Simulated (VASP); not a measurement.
# TiSi2 in VASP: notebook, part 2 of 2

VASP 6.6.1. The steps go on from the part before.

### Step 3. Single point, PBE (strain along c alone, the other axes held: +1.0 %, then relaxed in part)

File INCAR:

```
PREC = Accurate
ENCUT = 520
EDIFF = 1E-6
ISMEAR = 0
SIGMA = 0.1
LREAL = F
LASPH = T
NELM = 100
ALGO = Normal
ISIF = 2
LWAVE = F
LCHARG = F
GGA = PE
NBANDS = 29
```

File KPOINTS:

```
Automatic mesh
0
Gamma
  10 10 10
```

File POSCAR:

```
TiSi2
1.0
    0.0179670154      4.1660883279      4.2795976060
    2.4099405847      0.0104446089      4.2795976060
    2.4279076001      4.1765329368      0.0000000000
Ti Si
2 4
Direct
    0.7505200061      0.7505200061      0.7494799939
    0.4994799939      0.4994799939      0.5005200061
    0.0865418361      0.4133158079      0.0871403501
    0.4133158079      0.0865418361      0.4130020059
    0.1634581639      0.8366841921      0.1628596499
    0.8366841921      0.1634581639      0.8369979941
```

Potentials or basis: VASP PAW PBE potentials, release 64 (Ti_sv, Si).

The run is started by

```console
> cat potpaw_PBE.64/Ti_sv/POTCAR potpaw_PBE.64/Si/POTCAR > POTCAR
> mpirun -np 1 vasp_std > vasp.out
```

Run time: 17 min. Hardware: 1 thread of Oxide Virtual Turin-like, shared host; peak memory 0.62 GiB.

Results (log left out):

* Free energy: -40.7022 eV
* Pressure: -1.2 GPa
* Largest force: 0.008 eV/Å
* Band gap on the k mesh: zero (band 20 reaches 10.56 eV, above the bottom of band 21 at 8.77 eV)

Forces in eV/Å, atoms in the order of the input:
```
Ti   0.000  0.000 -0.008
Ti   0.000  0.000  0.008
Si   0.002  0.002  0.005
Si  -0.002 -0.002  0.005
Si  -0.002 -0.002 -0.005
Si   0.002  0.002 -0.005
```

Stress tensor (GPa, compression positive):
```
-0.96 -0.96  0.00
-0.96 -2.30  0.00
 0.00  0.00 -0.36
```

Levels at points of the mesh, in eV from the Fermi level:
```
           k point  band 18  band 19  band 20  band 21  band 22  band 23
(0.00, 0.00, 0.00)    -2.07    -1.77    -1.37    -0.90     2.02     3.04
(0.50, 0.00, 0.00)    -1.00     0.00     0.16     0.97     1.35     1.66
(0.50, 0.50, 0.00)    -1.55    -0.95    -0.92     0.79     0.79     3.09
(0.00, 0.00, 0.50)    -1.06     0.00     0.15     0.93     1.36     1.66
(0.50, 0.00, 0.50)    -2.29    -0.86    -0.86     1.23     1.23     3.19
(0.00, 0.50, 0.50)    -1.12    -0.66    -0.66     0.87     0.87     2.22
```

Caveat: the cell differs from its parent crystal (strain along c alone, the other axes held: +1.0 %, then relaxed in part).

### Step 4. Single point, PBE (strain along c alone, the other axes held: +2.0 %, then relaxed in part)

File INCAR:

```
ALGO = Normal ; EDIFF = 1E-7
ENCUT = 520 ; GGA = PE
ISIF = 2 ; ISMEAR = 0
LASPH = True ; LCHARG = False
LREAL = False ; LWAVE = False
NBANDS = 29 ; NELM = 60
PREC = Accurate ; SIGMA = 0.1
```

File KPOINTS:

```
k-points
0
Gamma
  10 10 10
```

File POSCAR:

```
TiSi2
1.0
    0.0359340307      4.1969955303      4.2795976060
    2.4160122585      0.0208892178      4.2795976060
    2.4519462892      4.2178847481      0.0000000000
Ti Si
2 4
Direct
    0.7509126657      0.7509126657      0.7490873343
    0.4990873343      0.4990873343      0.5009126657
    0.0863891288      0.4134526633      0.0873606380
    0.4134526633      0.0863891288      0.4127975699
    0.1636108712      0.8365473367      0.1626393620
    0.8365473367      0.1636108712      0.8372024301
```

Potentials or basis: VASP PAW PBE potentials, release 64 (Ti_sv, Si).

The run is started by

```console
> cat potpaw_PBE.64/Ti_sv/POTCAR potpaw_PBE.64/Si/POTCAR > POTCAR
> mpirun -np 1 vasp_std > vasp.out
```

OUTCAR:

```text
EDIFF = 1E-7
   ENCUT = 520
   GGA = PE
   ISIF = 2
   ISMEAR = 0
   LASPH = True
   LREAL = False
   NELM = 60
   PREC = Accurate

 ion  position               nearest neighbor table
   1  0.751  0.751  0.749-   6 2.56   5 2.56   6 2.56   5 2.56   3 2.76   4 2.76   4 2.80   3 2.80
                             3 2.83   4 2.83
   2  0.499  0.499  0.501-   3 2.56   4 2.56   3 2.56   4 2.56   5 2.76   6 2.76   6 2.80   5 2.80
                             5 2.83   6 2.83
[... 988 lines left out ...]
  -------------------------------------------------------------------------------------
  Total       -1.0068245     -2.4244703     -0.3842434     -1.0136496      0.0000000      0.0000000
  in kB      -18.5877126    -44.7598925     -7.0937945    -18.7137159      0.0000000      0.0000000
  external PRESSURE =     -23.4804665 kB  Pullay stress =       0.0000000 kB

 VOLUME and BASIS-vectors are now :
 -----------------------------------------------------------------------------
  energy-cutoff  :      520.00
  volume of cell :       86.78
      direct lattice vectors                 reciprocal lattice vectors
     0.035934031  4.196995530  4.279597606    -0.207998031  0.120913688  0.116833414
     2.416012258  0.020889218  4.279597606     0.207998031 -0.120913688  0.116833414
     2.451946289  4.217884748  0.000000000     0.205937796  0.117369633 -0.116833414

 POSITION                                       TOTAL-FORCE (eV/Angst)
 -----------------------------------------------------------------------------------
      3.67792      6.32683      6.42721        -0.000000      0.000000     -0.005902
      2.45195      4.21788      4.27179         0.000000     -0.000000      0.005902
      1.21621      0.73969      2.13912         0.003296      0.002987      0.006259
      1.23573      3.47820      2.13912        -0.003296     -0.002987      0.006259
      2.42577      1.39014      4.28027        -0.003296     -0.002987     -0.006259
      2.47812      7.04563      4.28027         0.003296      0.002987     -0.006259
 -----------------------------------------------------------------------------------
    total drift:                               -0.000000     -0.000000     -0.000000

  FREE ENERGIE OF THE ION-ELECTRON SYSTEM (eV)
  ---------------------------------------------------
  free  energy   TOTEN  =       -40.6802494207 eV

  energy  without entropy=      -40.6694318860  energy(sigma->0) =      -40.67484065
```

OSZICAR:

```text
N       E                     dE             d eps       ncg     rms          rms(c)
DAV:   1     0.387178823611E+03    0.38718E+03   -0.18799E+04 16356   0.146E+03
DAV:   2     0.157201342260E+01   -0.38561E+03   -0.37491E+03 16506   0.427E+02
DAV:   3    -0.408323016034E+02   -0.42404E+02   -0.41549E+02 27293   0.119E+02
DAV:   4    -0.442359154436E+02   -0.34036E+01   -0.33858E+01 23440   0.299E+01
DAV:   5    -0.444455043657E+02   -0.20959E+00   -0.20953E+00 24882   0.630E+00    0.179E+01
DAV:   6    -0.414490354922E+02    0.29965E+01   -0.35667E+01 23213   0.408E+01    0.721E+00
DAV:   7    -0.407700054815E+02    0.67903E+00   -0.73369E+00 22434   0.197E+01    0.499E+00
DAV:   8    -0.407043311888E+02    0.65674E-01   -0.95347E-01 22352   0.752E+00    0.150E+00
DAV:   9    -0.406794305645E+02    0.24901E-01   -0.19437E-01 22471   0.358E+00    0.507E-01
DAV:  10    -0.406807631133E+02   -0.13325E-02   -0.81711E-03 21848   0.656E-01    0.265E-01
DAV:  11    -0.406804761408E+02    0.28697E-03   -0.80625E-03 23656   0.658E-01    0.164E-01
DAV:  12    -0.406802491299E+02    0.22701E-03   -0.16149E-03 22692   0.309E-01    0.175E-02
DAV:  13    -0.406802500265E+02   -0.89659E-06   -0.35976E-05 21578   0.505E-02    0.129E-02
DAV:  14    -0.406802497446E+02    0.28190E-06   -0.24683E-06 22123   0.127E-02    0.378E-03
DAV:  15    -0.406802494131E+02    0.33149E-06   -0.11072E-06 23190   0.711E-03    0.544E-04
DAV:  16    -0.406802494207E+02   -0.75242E-08   -0.31109E-08 12295   0.145E-03
   1 F= -.40680249E+02 E0= -.40674841E+02  d E =-.108175E-01
```

Run time: 17 min. Hardware: 1 thread of Oxide Virtual Turin-like, shared host; peak memory 0.63 GiB.

Results:

```
Free energy            : -40.6802 eV
Pressure               : -2.3 GPa
Largest force          : 0.008 eV/Å
Band gap on the k mesh : zero (band 20 reaches 10.44 eV, above the bottom of band 21 at 8.67 eV)
```

Forces on the atoms (eV/Å):
```
Ti   0.000  0.000 -0.006
Ti   0.000  0.000  0.006
Si   0.003  0.003  0.006
Si  -0.003 -0.003  0.006
Si  -0.003 -0.003 -0.006
Si   0.003  0.003 -0.006
```

Stress tensor (GPa, compression positive):
```
-1.86 -1.87  0.00
-1.87 -4.48  0.00
 0.00  0.00 -0.71
```

Caveat: the cell differs from its parent crystal (strain along c alone, the other axes held: +2.0 %, then relaxed in part).

### Step 5. The runs side by side

```csv
cell,smearing,gap on the mesh (eV),pressure (GPa),largest force (eV/Å)
"a = 5.951, b = 4.909, c = 4.783 Å, angles 75.8, 53.1, 51.2°, 6 atoms",gaussian 0.15 eV,none,0.0,-
"a = 5.973, b = 4.912, c = 4.831 Å, angles 75.6, 52.8, 51.1°, 6 atoms",gaussian 0.1 eV,none,-1.2,0.01
"a = 5.994, b = 4.915, c = 4.879 Å, angles 75.5, 52.5, 51.1°, 6 atoms",gaussian 0.1 eV,none,-2.3,0.01
```

Alike in all rows: task single point; level PBE; potentials or basis VASP PAW PBE potentials, release 64 (Ti_sv, Si); no spin polarisation; k mesh 10 × 10 × 10; cutoff (eV) 520.

Total energies depend on the potentials used, so only differences within one code and one set of settings carry meaning.
